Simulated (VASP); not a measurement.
# C (Pm-3m) in VASP: a series of runs

The runs below take C through single point, with PBE.

Everything below comes from runs of VASP 6.6.1. Logs are shortened: lines on timing, memory, paths and dates and some standing lists are left out, and cuts for length are marked.

## 1. The cell of the first run

The structure is cubic, space group Pm-3m (No. 221). The conventional cell has a = 1.740 Å, b = 1.740 Å, c = 1.740 Å, α = 90.00°, β = 90.00°, γ = 90.00°. C (site symmetry m-3m) has 6 C at 1.74 Å within 2.3 Å.

## 2. Single point, PBE

Contents of INCAR:

```
PREC = Accurate ; ENCUT = 520
EDIFF = 1E-7 ; ISMEAR = -1
SIGMA = 0.06122561905347299 ; LREAL = F
LASPH = T ; NELM = 60
ALGO = Normal ; ISIF = 2
LWAVE = F ; LCHARG = T
GGA = PE ; LELF = T
LVHAR = T ; NBANDS = 8
```

Contents of KPOINTS:

```
regular mesh
0
Gamma
  31 31 31
```

Contents of POSCAR:

```
C
1.0
    1.7402989533      0.0000000000      0.0000000000
    0.0000000000      1.7402989533      0.0000000000
    0.0000000000      0.0000000000      1.7402989533
C
1
Direct
    0.0000000000      0.0000000000      0.0000000000
```

Potentials or basis: VASP PAW PBE potentials, release 64 (C).

On the command line:

```sh
$ cat potpaw_PBE.64/C/POTCAR > POTCAR
$ mpirun -np 1 vasp_std > vasp.out
```

OUTCAR:

```text
PREC = Accurate
   ENCUT = 520
   EDIFF = 1E-7
   ISMEAR = -1
   LREAL = F
   LASPH = T
   NELM = 60
   ISIF = 2
   GGA = PE

 ion  position               nearest neighbor table
   1  0.000  0.000  0.000-

  LATTYP: Found a simple cubic cell.
 ALAT       =     1.7402989533

  Lattice vectors:

 A1 = (   1.7402989533,   0.0000000000,   0.0000000000)
 A2 = (   0.0000000000,   1.7402989533,   0.0000000000)
 A3 = (   0.0000000000,   0.0000000000,   1.7402989533)

Analysis of symmetry for initial positions (statically):
=====================================================================
 Subroutine PRICEL returns:
 Original cell was already a primitive cell.

 Routine SETGRP: Setting up the symmetry group for a
 simple cubic supercell.

 Subroutine GETGRP returns: Found 48 space group operations
 (whereof 48 operations were pure point group operations)
 out of a pool of 48 trial point group operations.

The static configuration has the point symmetry O_h .

Analysis of symmetry for dynamics (positions and initial velocities):
=====================================================================
 Subroutine PRICEL returns:
 Original cell was already a primitive cell.

 Routine SETGRP: Setting up the symmetry group for a
 simple cubic supercell.

 Subroutine GETGRP returns: Found 48 space group operations
 (whereof 48 operations were pure point group operations)
 out of a pool of 48 trial point group operations.

The dynamic configuration has the point symmetry O_h .

 Subroutine INISYM returns: Found 48 space group operations
 (whereof 48 operations are pure point group operations),
 and found     1 'primitive' translations

----------------------------------------------------------------------------------------

                                     Primitive cell

  volume of cell :       5.2707

  direct lattice vectors                    reciprocal lattice vectors
     1.740298953  0.000000000  0.000000000     0.574613918  0.000000000  0.000000000
     0.000000000  1.740298953  0.000000000     0.000000000  0.574613918  0.000000000
     0.000000000  0.000000000  1.740298953     0.000000000  0.000000000  0.574613918

  length of vectors
     1.740298953  1.740298953  1.740298953     0.574613918  0.574613918  0.574613918

  position of ions in fractional coordinates (direct lattice)
     0.000000000  0.000000000  0.000000000

  ion indices of the primitive-cell ions
   primitive index   ion index
                 1           1

----------------------------------------------------------------------------------------

 KPOINTS: regular mesh

Automatic generation of k-mesh.
 Grid dimensions read from file:
 generate k-points for:   31   31   31

 Generating k-lattice:

  Cartesian coordinates                     Fractional coordinates (reciprocal lattice)
     0.018535933  0.000000000  0.000000000     0.032258065  0.000000000  0.000000000
     0.000000000  0.018535933  0.000000000     0.000000000  0.032258065  0.000000000
     0.000000000  0.000000000  0.018535933     0.000000000  0.000000000  0.032258065

  Length of vectors
     0.018535933  0.018535933  0.018535933

  Shift w.r.t. Gamma in fractional coordinates (k-lattice)
     0.000000000  0.000000000  0.000000000

 Subroutine IBZKPT returns following result:
 ===========================================

 Found    816 irreducible k-points:

 Following reciprocal coordinates:
            Coordinates               Weight
  0.000000  0.000000  0.000000      1.000000
  0.032258  0.000000  0.000000      6.000000
  0.064516  0.000000  0.000000      6.000000
  0.096774  0.000000  0.000000      6.000000
  0.129032  0.000000  0.000000      6.000000
  0.161290  0.000000  0.000000      6.000000
[... 16 lines left out ...]
  0.225806  0.032258  0.000000     24.000000
  0.258065  0.032258  0.000000     24.000000
 [... further k-points ...]
   k-points           NKPTS =    816   k-points in BZ     NKDIM =    816   number of bands    NBANDS=      8
   number of dos      NEDOS =    301   number of ions     NIONS =      1
   total plane-waves  NPLWV =   2744
   dimension x,y,z NGX =    14 NGY =   14 NGZ =   14
   dimension x,y,z NGXF=    28 NGYF=   28 NGZF=   28
   ions per type =               1
   NGX,Y,Z   is equivalent  to a cutoff of  13.37, 13.37, 13.37 a.u.
   NGXF,Y,Z  is equivalent  to a cutoff of  26.75, 26.75, 26.75 a.u.
 SYSTEM =  unknown system
   PREC   = accura    normal or accurate (medium, high low for compatibility)
   ISTART =      0    job   : 0-new  1-cont  2-samecut
   ICHARG =      2    charge: 1-file 2-atom 10-const
   ISPIN  =      1    spin polarized calculation?
   LNONCOLLINEAR =      F non collinear calculations
   LSORBIT =      F    spin-orbit coupling
   LASPH  =      T    aspherical Exc in radial PAW
   ENCUT  =  520.0 eV  38.22 Ry    6.18 a.u.   3.24  3.24  3.24*2*pi/ulx,y,z
   NELM   =     60;   NELMIN=  2; NELMDL= -5     # of ELM steps
   EDIFF  = 0.1E-06   stopping-criterion for ELM
   LREAL  =      F    real-space projection
   EDIFFG = 0.1E-05   stopping-criterion for IOM
   NSW    =      0    number of steps for IOM
   IBRION =     -1    ionic relax: 0-MD 1-quasi-New 2-CG
   NFREE  =      0    steps in history (QN), initial steepest desc. (CG)
   ISIF   =      2    stress and relaxation
   ISYM   =      2    0-nonsym 1-usesym 2-fastsym
   POTIM  = 0.5000    time-step for ionic-motion
   TEBEG  =    0.0;   TEEND  =   0.0 temperature during run
   PSTRESS=    0.0 pullay stress
   NELECT =       4.0000    total number of electrons
   NUPDOWN=      -1.0000    fix difference up-down
   EMIN   =  10.00;   EMAX   =-10.00  energy-range for DOS
   EFERMI =   0.00;   METHOD = LEGACY
   ISMEAR =    -1;   SIGMA  =   0.06  broadening in eV -4-tet -1-fermi 0-gaus
   EFERMI_NEDOS =   21; number of points for ismear=-14 and -15
   IALGO  =     38    algorithm
   IMIX   =      4    mixing-type and parameters
     AMIX     =   0.40;   BMIX     =  1.00
     AMIX_MAG =   1.60;   BMIX_MAG =  1.00
  volume/ion in A,a.u.               =       5.27        35.57
  Fermi-wavevector in a.u.,A,eV,Ry     =   1.493268  2.821867 30.338925  2.229848
  Thomas-Fermi vector in A             =   2.605690
   LORBIT       =      0    0 simple, 1 ext, 2 COOP (PROOUT), +10 PAW based schemes
   GGA     = PE    functional components
[... 5 lines left out ...]
 non-spin polarized calculation
  energy-cutoff  :      520.00
  volume of cell :        5.27
 maximum number of plane-waves:       150
 NGX is ok and might be reduce to    14
   NGX =  7   NGY =  7   NGZ =  7

 number of electron       4.0000001 magnetization

 Free energy of the ion-electron system (eV)
  ---------------------------------------------------
  ext. energy  EPLUGINS =         0.00000000
  ---------------------------------------------------
  free energy    TOTEN  =        -6.45144562 eV

  energy without entropy =       -6.44834991  energy(sigma->0) =       -6.44989776

 E-fermi :  11.8970     XC(G=0): -14.1111

 val. band max:       11.8966467102   @ k =   0.4839   0.3871   0.0000
 cond. band min:      11.9077686547   @ k =   0.4839   0.3871   0.0323
 fundamental gap:      0.0111219445
 Fermi energy:        11.8970147736

 k-point     1 :       0.0000    0.0000    0.0000
  band No.  band energies     occupation
      1     -11.2183      2.00000
      2      21.5715      0.00000
      3      21.5715      0.00000
      4      21.5715      0.00000
      5      37.8525      0.00000
      6      37.8525      0.00000
      7      44.3225      0.00000
      8      69.7985      0.00000

 k-point     2 :       0.0323    0.0000    0.0000
  band No.  band energies     occupation
      1     -11.1760      2.00000
      2      21.2335      0.00000
      3      21.6008      0.00000
      4      21.6008      0.00000
      5      37.9003      0.00000
      6      38.2219      0.00000
      7      44.3159      0.00000
      8      69.5196      0.00000

 k-point     3 :       0.0645    0.0000    0.0000
  band No.  band energies     occupation
      1     -11.0491      2.00000
      2      20.3044      0.00000
      3      21.6880      0.00000
      4      21.6880      0.00000
      5      38.0434      0.00000
      6      39.2360      0.00000
      7      44.3019      0.00000
      8      68.7162      0.00000

 k-point     4 :       0.0968    0.0000    0.0000
  band No.  band energies     occupation
      1     -10.8378      2.00000
      2      18.9640      0.00000
      3      21.8313      0.00000
      4      21.8313      0.00000
      5      38.2812      0.00000
      6      40.6779      0.00000
      7      44.3084      0.00000
      8      67.4831      0.00000

 k-point     5 :       0.1290    0.0000    0.0000
  band No.  band energies     occupation
      1     -10.5420      2.00000
      2      17.3786      0.00000
      3      22.0276      0.00000
      4      22.0276      0.00000
      5      38.6127      0.00000
      6      42.2345      0.00000
      7      44.4607      0.00000
      8      65.9591      0.00000
[... 177 lines left out ...]
 k-point    22 :       0.1935    0.0323    0.0000
  band No.  band energies     occupation
      1      -9.6559      2.00000
      2      13.9140      0.00000
      3      22.2820      0.00000
      4      22.5882      0.00000
      5      39.8165      0.00000
      6      43.3814      0.00000
      7      46.9938      0.00000
      8      62.2164      0.00000

 k-point    23 :       0.2258    0.0323    0.0000
  band No.  band energies     occupation
      1      -9.1082      2.00000
      2      12.1352      0.04004
      3      22.6107      0.00000
      4      22.9114      0.00000
      5      40.4089      0.00000
      6      43.2813      0.00000
      7      48.8128      0.00000
      8      60.4999      0.00000

 k-point    24 :       0.2581    0.0323    0.0000
  band No.  band energies     occupation
      1      -8.4771      2.00000
      2      10.3724      2.00000
      3      22.9655      0.00000
      4      23.2578      0.00000
      5      41.0809      0.00000
      6      43.1197      0.00000
      7      50.5261      0.00000
      8      58.8590      0.00000

 [... further k-points ...]

------------------------ aborting loop because EDIFF is reached ----------------------------------------

  FORCE on cell =-STRESS in cart. coord.  units (eV):
  Direction    XX          YY          ZZ          XY          YZ          ZX
  --------------------------------------------------------------------------------------
  -------------------------------------------------------------------------------------
  Total        0.7018697      0.7018697      0.7018697      0.0000000      0.0000000      0.0000000
  in kB      213.3514120    213.3514120    213.3514120      0.0000000      0.0000000      0.0000000
  external PRESSURE =     213.3514120 kB  Pullay stress =       0.0000000 kB

 VOLUME and BASIS-vectors are now :
 -----------------------------------------------------------------------------
  energy-cutoff  :      520.00
  volume of cell :        5.27
      direct lattice vectors                 reciprocal lattice vectors
     1.740298953  0.000000000  0.000000000     0.574613918  0.000000000  0.000000000
     0.000000000  1.740298953  0.000000000     0.000000000  0.574613918  0.000000000
     0.000000000  0.000000000  1.740298953     0.000000000  0.000000000  0.574613918

 POSITION                                       TOTAL-FORCE (eV/Angst)
 -----------------------------------------------------------------------------------
      0.00000      0.00000      0.00000         0.000000      0.000000      0.000000
 -----------------------------------------------------------------------------------
    total drift:                                0.000000     -0.000000     -0.000000

  FREE ENERGIE OF THE ION-ELECTRON SYSTEM (eV)
  ---------------------------------------------------
  free  energy   TOTEN  =        -6.4514456177 eV

  energy  without entropy=       -6.4483499078  energy(sigma->0) =       -6.44989776
```

Wall time 26 s (1 thread of Intel Xeon 8259CL, shared host); peak memory 0.13 GiB.

What came out:

* Free energy: -6.4514 eV
* Pressure: 21.3 GPa
* Band gap on the k mesh: zero (bands 2 and 3 overlap by 12.11 eV)

Caveat: the cell stands under pressure.

## 3. Single point, PBE

This run uses another cell than the first one, of 5.38 Å³/atom.

Contents of INCAR:

```
PREC = Accurate ; ENCUT = 520
EDIFF = 1E-6 ; ISMEAR = -1
SIGMA = 0.06122561905347299 ; LREAL = F
LASPH = T ; NELM = 60
ALGO = Normal ; ISIF = 2
LWAVE = F ; LCHARG = F
GGA = PE ; NBANDS = 8
```

Contents of KPOINTS:

```
Automatic mesh
0
Gamma
  31 31 31
```

Contents of POSCAR:

```
C
1.0
    1.7525549836      0.0000000000      0.0000000000
    0.0000000000      1.7525549836      0.0000000000
    0.0000000000      0.0000000000      1.7525549836
C
1
Direct
    0.0000000000      0.0000000000      0.0000000000
```

Potentials or basis: VASP PAW PBE potentials, release 64 (C).

On the command line:

```sh
$ cat potpaw_PBE.64/C/POTCAR > POTCAR
$ mpirun -np 1 vasp_std > vasp.out
```

Wall time 26 s (1 thread of Intel Xeon 8259CL, shared host); peak memory 0.13 GiB.

It converged, with:

* Free energy: -6.4636 eV
* Pressure: 13.3 GPa
* Band gap on the k mesh: zero (bands 2 and 3 overlap by 12.05 eV)

Levels at points of the mesh, in eV from the Fermi level:
```csv
k point,band 1,band 2,band 3,band 4,band 5
"(0.00, 0.00, 0.00)",-22.74,9.55,9.55,9.55,25.79
```

Caveat: the cell stands under pressure.
